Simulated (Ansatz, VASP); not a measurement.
## F in VASP and in Ansatz

```
F
1.0
     2.73094   -1.73577    0.28820
     2.73094    1.73577    0.28820
    -0.81012    0.00000    6.53813
F
4
Cartesian
  4.0187 -0.5699 1.0463
  1.0381 -0.5699 2.7992
  0.6330 0.5699 6.0683
  3.6137 0.5699 4.3153
```

Change from the starting cell: volume 15.699 Å^3 an atom, stretch along a over the lengths across it, relative to the relaxed cell 1.0000.

Alike in both runs: task single point; functional PBE; dispersion D3(BJ); k mesh 8 × 8 × 4; occupations gaussian, width 0.05 eV; no spin polarisation.

|  | VASP | Ansatz |
| --- | --- | --- |
| version | VASP 6.6.1 | Ansatz 0.2.0 |
| potentials or method | VASP PAW PBE potentials, release 64 (F), cutoff 520 eV | scalar-relativistic, plane waves, PAW |
| valence electrons in the cell | 28 | 28 |

|  | VASP | Ansatz | Ansatz less VASP |
| --- | --- | --- | --- |
| gap on the k mesh at the Fermi level (eV) | 3.44 | 3.52 | +0.082 |
| least direct gap on the mesh (eV) | 3.44 | 3.52 | +0.082 |
| pressure (GPa) | 5.0 | 4.5 | -0.49 |
| traceless stress, the component that is largest in VASP (GPa) | 7.30 | 5.79 | -1.505 |
| rms of the force components (eV/Å) | 1.249 | 0.986 | -0.2634 |

Atom by atom the forces differ by 0.263 eV/Å (rms over components).
